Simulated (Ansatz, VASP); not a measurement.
## One calculation of Os, two programs

```xyz
2
Lattice="2.7507 0.0000 0.0000 -1.3754 2.3822 0.0000 0.0000 0.0000 4.3544" Properties=species:S:1:pos:R:3 pbc="T T T"
Os    0.0000    1.5881    1.0886
Os    1.3754    0.7941    3.2658
```

Alike in both runs: functional PBE; k mesh 9 × 9 × 6; occupations gaussian, width 0.1 eV; no spin polarisation.

Ansatz relaxed the structure, and its values are those at the end. VASP's run is a single point on that final structure, the one shown.

```csv
,VASP,Ansatz
version,VASP 6.6.1,Ansatz 0.2.0
potentials or method,"VASP PAW PBE potentials, release 64 (Os), cutoff 600 eV","scalar-relativistic, plane waves, PAW"
valence electrons in the cell,16,32
```

```tsv
	VASP	Ansatz	Ansatz less VASP
gap on the k mesh at the Fermi level (eV)	none	none	-
pressure (GPa)	0.1	0.0	-0.08
```

A gap of «none» marks a metal or a gap that the smearing closes. With one functional, cell and mesh, what is left measures potentials, basis and numerics. VASP's potentials hold 16 valence electrons a cell and Ansatz's 32, so a difference there can come from the potentials and not from the codes.

Neither program's run includes spin-orbit coupling.
